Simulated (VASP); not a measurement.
# LiF (P6_3mc) in VASP: a series of runs, part 2 of 3

VASP 6.6.1. Earlier steps stand in the parts before.

### 4 Single point, HSE06 (uniaxial z strain +1.9%)

File POSCAR:

```
LiF
1.0
    3.0810126371      0.0000000000      0.0000000000
   -1.5405063186      2.6682352131      0.0000000000
    0.0000000000      0.0000000000      4.8738718124
Li F
2 2
Direct
    0.3333333333      0.6666666667     -0.0050316358
    0.6666666667      0.3333333333      0.4949683642
    0.3333333333      0.6666666667      0.3800316358
    0.6666666667      0.3333333333      0.8800316358
```

File INCAR.step1:

```
SYSTEM = LiF
PREC = Accurate
ENCUT = 520
EDIFF = 1E-5
ISMEAR = 0
SIGMA = 0.01
LREAL = .FALSE.
LASPH = .TRUE.
NELM = 100
ALGO = Normal
ISIF = 2
LWAVE = .TRUE.
NBANDS = 18
GGA = PE
```

File INCAR.step2:

```
SYSTEM = LiF
PREC = Accurate
ENCUT = 520
EDIFF = 1E-6
ISMEAR = 0
SIGMA = 0.01
LREAL = .FALSE.
LASPH = .TRUE.
NELM = 100
ALGO = Normal
ISIF = 2
LWAVE = .FALSE.
LCHARG = .TRUE.
GGA = PE
LHFCALC = .TRUE.
HFSCREEN = 0.2079
PRECFOCK = Normal
LELF = .TRUE.
LVHAR = .TRUE.
NBANDS = 18
ISTART = 1
```

File KPOINTS:

```
Automatic mesh
0
G
  6 6 4
  0 0 0
```

Run with:

```
> cat potpaw_PBE.64/Li_sv/POTCAR potpaw_PBE.64/F/POTCAR > POTCAR
> cp INCAR.step1 INCAR
> mpirun -np 1 vasp_std > vasp.out
> cp INCAR.step2 INCAR
> mpirun -np 1 vasp_std > vasp.out
```

Run time: 23 min. Hardware: 1 thread of Intel Xeon Platinum 8488C (Sapphire Rapids), shared host; peak memory 0.27 GiB.

It converged, with:

- Free energy: -22.7625 eV
- Band gap on the k mesh: 9.94 eV

Forces on the atoms (eV/Å):
```
Li   0.000  0.000  0.002
Li   0.000  0.000  0.002
F    0.000  0.000 -0.002
F    0.000  0.000 -0.002
```

Levels at points of the mesh, in eV from the valence-band top:
| k point | band 6 | band 7 | band 8 | band 9 | band 10 | band 11 | band 12 | band 13 | band 14 | band 15 |
| --- | --- | --- | --- | --- | --- | --- | --- | --- | --- | --- |
| (0.00, 0.00, 0.00) | -0.44 | -0.44 | -0.13 | -0.13 | 0.00 | 9.94 | 14.31 | 17.55 | 21.05 | 21.05 |
| (0.50, 0.00, 0.00) | -1.29 | -1.05 | -0.99 | -0.54 | -0.37 | 13.49 | 14.43 | 17.15 | 17.40 | 19.78 |
| (0.00, 0.00, 0.50) | -1.14 | -0.29 | -0.29 | -0.29 | -0.29 | 11.66 | 11.66 | 19.96 | 19.96 | 21.33 |
| (0.50, 0.00, 0.50) | -1.82 | -0.69 | -0.69 | -0.58 | -0.58 | 13.43 | 13.43 | 17.29 | 17.29 | 21.59 |

Caveat: the cell differs from its parent crystal (uniaxial z strain +1.9%); the cutoff is under 1.25 times the usual one of these potentials, so pressure, stress and relaxed cells hold a basis-set (Pulay) error; the PAW data sets were made with another functional, which shifts forces and pressure a little. A k mesh can miss the band edges.

### 5 Single point, PBE (epitaxial xy strain -5.9%)

File INCAR:

```
PREC     = Accurate       # precision mode
ENCUT    = 520            # plane-wave cutoff, eV
EDIFF    = 1E-7           # SCF threshold, eV
ISMEAR   = -1             # smearing method
SIGMA    = 0.02           # smearing width, eV
LREAL    = F              # projectors in reciprocal space
LASPH    = T              # aspherical terms in the spheres
NELM     = 100            # most SCF steps
ALGO     = Normal         # electronic algorithm
ISIF     = 2              # what is computed and relaxed
LWAVE    = F              # write WAVECAR
LCHARG   = F              # write CHGCAR
GGA      = PE             # functional
NBANDS   = 18             # bands
```

File KPOINTS:

```
regular mesh
0
Gamma
  12 12 6
```

File POSCAR:

```
LiF
1.0
    2.9004652966      0.0000000000      0.0000000000
   -1.4502326483      2.5118766296      0.0000000000
    0.0000000000      0.0000000000      5.0590256371
Li F
2 2
Direct
    0.3333333333      0.6666666667      0.0057791719
    0.6666666667      0.3333333333      0.5057791719
    0.3333333333      0.6666666667      0.3692208281
    0.6666666667      0.3333333333      0.8692208281
```

Potentials or basis: VASP PAW PBE potentials, release 64 (Li_sv, F).

Run with:

```
> cat potpaw_PBE.64/Li_sv/POTCAR potpaw_PBE.64/F/POTCAR > POTCAR
> mpirun -np 1 vasp_std > vasp.out
```

OUTCAR:

```text
PREC = Accurate
   ENCUT = 520
   EDIFF = 1E-7
   ISMEAR = -1
   LREAL = F
   LASPH = T
   NELM = 100
   ISIF = 2
   GGA = PE

 ion  position               nearest neighbor table
   1  0.333  0.667  0.006-   4 1.81   4 1.81   4 1.81   3 1.84
   2  0.667  0.333  0.506-   3 1.81   3 1.81   3 1.81   4 1.84
   3  0.333  0.667  0.369-   2 1.81   2 1.81   2 1.81   1 1.84
   4  0.667  0.333  0.869-   1 1.81   1 1.81   1 1.81   2 1.84

  LATTYP: Found a hexagonal cell.
 ALAT       =     2.9004652966
 C/A-ratio  =     1.7442117453

  Lattice vectors:

 A1 = (   2.9004652966,   0.0000000000,   0.0000000000)
 A2 = (  -1.4502326483,   2.5118766296,   0.0000000000)
 A3 = (   0.0000000000,   0.0000000000,   5.0590256371)

Analysis of symmetry for initial positions (statically):
=====================================================================
 Subroutine PRICEL returns:
 Original cell was already a primitive cell.

 Routine SETGRP: Setting up the symmetry group for a
 hexagonal supercell.

[... 171 lines left out ...]

 E-fermi :  -1.5363     XC(G=0):  -9.1711

 val. band max:       -2.0862978654   @ k =   0.0000   0.0000   0.0000
 cond. band min:       6.1000261227   @ k =   0.0000   0.0000   0.0000
 fundamental gap:      8.1863239881
 Fermi energy:        -1.5362956619

 k-point     1 :       0.0000    0.0000    0.0000
  band No.  band energies     occupation
      1     -42.3735      2.00000
      2     -42.3299      2.00000
      3     -21.6512      2.00000
      4     -21.5148      2.00000
      5      -4.3712      2.00000
      6      -2.3834      2.00000
[... 481 lines left out ...]
      5      -4.1055      2.00000
      6      -3.5075      2.00000
[... 10 lines left out ...]
     17      18.4740      0.00000
     18      19.0532      0.00000

 [... further k-points ...]

------------------------ aborting loop because EDIFF is reached ----------------------------------------

  FORCE on cell =-STRESS in cart. coord.  units (eV):
  Direction    XX          YY          ZZ          XY          YZ          ZX
  --------------------------------------------------------------------------------------
  -------------------------------------------------------------------------------------
  Total        2.3024617      2.3024617      0.7457990     -0.0000000      0.0000000      0.0000000
  in kB      100.0852653    100.0852653     32.4189950     -0.0000000      0.0000000      0.0000000
  external PRESSURE =      77.5298419 kB  Pullay stress =       0.0000000 kB

 VOLUME and BASIS-vectors are now :
 -----------------------------------------------------------------------------
  energy-cutoff  :      520.00
  volume of cell :       36.86
      direct lattice vectors                 reciprocal lattice vectors
     2.900465297  0.000000000  0.000000000     0.344772268  0.199054362  0.000000000
    -1.450232648  2.511876630  0.000000000     0.000000000  0.398108724  0.000000000
     0.000000000  0.000000000  5.059025637     0.000000000  0.000000000  0.197666522

 POSITION                                       TOTAL-FORCE (eV/Angst)
 -----------------------------------------------------------------------------------
     -0.00000      1.67458      0.02924        -0.000000      0.000000      0.018304
      1.45023      0.83729      2.55875         0.000000     -0.000000      0.018304
     -0.00000      1.67458      1.86790        -0.000000      0.000000     -0.018304
      1.45023      0.83729      4.39741         0.000000      0.000000     -0.018304
 -----------------------------------------------------------------------------------
    total drift:                               -0.000001     -0.000001     -0.004787

  FREE ENERGIE OF THE ION-ELECTRON SYSTEM (eV)
  ---------------------------------------------------
  free  energy   TOTEN  =       -19.1383276219 eV

  energy  without entropy=      -19.1383276219  energy(sigma->0) =      -19.13832762
```

OSZICAR:

```text
N       E                     dE             d eps       ncg     rms          rms(c)
DAV:   1     0.118390418677E+03    0.11839E+03   -0.10967E+04  2752   0.122E+03
DAV:   2    -0.102884764808E+02   -0.12868E+03   -0.12594E+03  3092   0.301E+02
DAV:   3    -0.204519525423E+02   -0.10163E+02   -0.10104E+02  5030   0.623E+01
DAV:   4    -0.205608793589E+02   -0.10893E+00   -0.10875E+00  3446   0.799E+00
DAV:   5    -0.205620701054E+02   -0.11907E-02   -0.11906E-02  3790   0.670E-01    0.741E+00
DAV:   6    -0.190691371609E+02    0.14929E+01   -0.39323E+00  2882   0.153E+01    0.219E+00
DAV:   7    -0.191002578071E+02   -0.31121E-01   -0.14824E-01  3226   0.267E+00    0.149E+00
DAV:   8    -0.191391007608E+02   -0.38843E-01   -0.62041E-02  3134   0.238E+00    0.400E-01
DAV:   9    -0.191374650874E+02    0.16357E-02   -0.81955E-03  3852   0.743E-01    0.963E-02
DAV:  10    -0.191383294433E+02   -0.86436E-03   -0.12477E-03  2964   0.248E-01    0.406E-02
DAV:  11    -0.191383240209E+02    0.54225E-05   -0.41766E-05  3982   0.595E-02    0.903E-03
DAV:  12    -0.191383271748E+02   -0.31539E-05   -0.64592E-06  2994   0.212E-02    0.167E-03
DAV:  13    -0.191383274525E+02   -0.27767E-06   -0.23438E-07  3788   0.379E-03    0.528E-04
DAV:  14    -0.191383276217E+02   -0.16923E-06   -0.24449E-08  2392   0.150E-03    0.138E-04
DAV:  15    -0.191383276219E+02   -0.15416E-09   -0.43968E-09  1752   0.470E-04
   1 F= -.19138328E+02 E0= -.19138328E+02  d E =-.133670E-13
```

It took 67 s on 1 thread of AMD EPYC 7R13, shared host; peak memory 0.15 GiB.

Results:

| Property | Result |
| --- | --- |
| Free energy | -19.1383 eV |
| Largest force | 0.018 eV/Å |
| Band gap on the k mesh | 8.19 eV |

Forces on the atoms (eV/Å):
```
Li   0.000  0.000  0.018
Li   0.000  0.000  0.018
F    0.000  0.000 -0.018
F    0.000  0.000 -0.018
```

Caveat: the cell differs from its parent crystal (epitaxial xy strain -5.9%); the cutoff is under 1.25 times the usual one of these potentials, so pressure, stress and relaxed cells hold a basis-set (Pulay) error.

### 6 Single point, r2SCAN (epitaxial xy strain -5.9%)

POSCAR is that of step 5.

File INCAR.step1:

```
SYSTEM = LiF
PREC = Accurate ; ENCUT = 520
ISMEAR = 0 ; SIGMA = 0.01
LREAL = .FALSE. ; LASPH = .TRUE.
NELM = 60 ; NBANDS = 18
GGA = PE ; ALGO = Normal
EDIFF = 1E-4 ; LWAVE = .TRUE.
LCHARG = .FALSE.
```

File INCAR.step2:

```
SYSTEM = LiF
PREC = Accurate ; ENCUT = 520
EDIFF = 1E-6 ; ISMEAR = 0
SIGMA = 0.01 ; LREAL = .FALSE.
LASPH = .TRUE. ; NELM = 60
ALGO = Normal ; ISIF = 2
LWAVE = .FALSE. ; LCHARG = .FALSE.
METAGGA = R2SCAN ; LMIXTAU = .TRUE.
NBANDS = 18 ; ISTART = 1
```

File KPOINTS:

```
regular mesh
0
G
  12 12 6
  0 0 0
```

Potentials or basis: VASP PAW PBE potentials, release 64 (Li_sv, F).

Run with:

```
> cat potpaw_PBE.64/Li_sv/POTCAR potpaw_PBE.64/F/POTCAR > POTCAR
> cp INCAR.step1 INCAR
> mpirun -np 1 vasp_std > vasp.out
> cp INCAR.step2 INCAR
> mpirun -np 1 vasp_std > vasp.out
```

It took 8.2 min on 1 thread of AMD EPYC 7R13, shared host; peak memory 0.15 GiB.

Results (log left out):

```yaml
Free_energy: -23.5661 eV
Largest_force: 0.019 eV/Å
Band_gap_on_the_k_mesh: 9.00 eV
```

Forces on the atoms (eV/Å):
```
Li   0.000  0.000  0.019
Li   0.000  0.000  0.019
F    0.000  0.000 -0.019
F    0.000  0.000 -0.019
```

Levels at points of the mesh, in eV from the valence-band top:
```tsv
k point	band 8	band 9	band 10	band 11	band 12	band 13
(0.00, 0.00, 0.00)	-0.23	0.00	0.00	9.00	12.95	16.46
(0.50, 0.00, 0.00)	-0.83	-0.72	-0.35	12.65	12.87	16.53
(0.00, 0.00, 0.50)	-0.11	-0.11	-0.11	10.59	10.59	18.72
(0.50, 0.00, 0.50)	-0.81	-0.60	-0.60	12.38	12.38	16.66
```

Caveat: the cell differs from its parent crystal (epitaxial xy strain -5.9%); the cutoff is under 1.25 times the usual one of these potentials, so pressure, stress and relaxed cells hold a basis-set (Pulay) error; the PAW data sets were made with another functional, which shifts forces and pressure a little.

(Continued in part 3 of 3.)
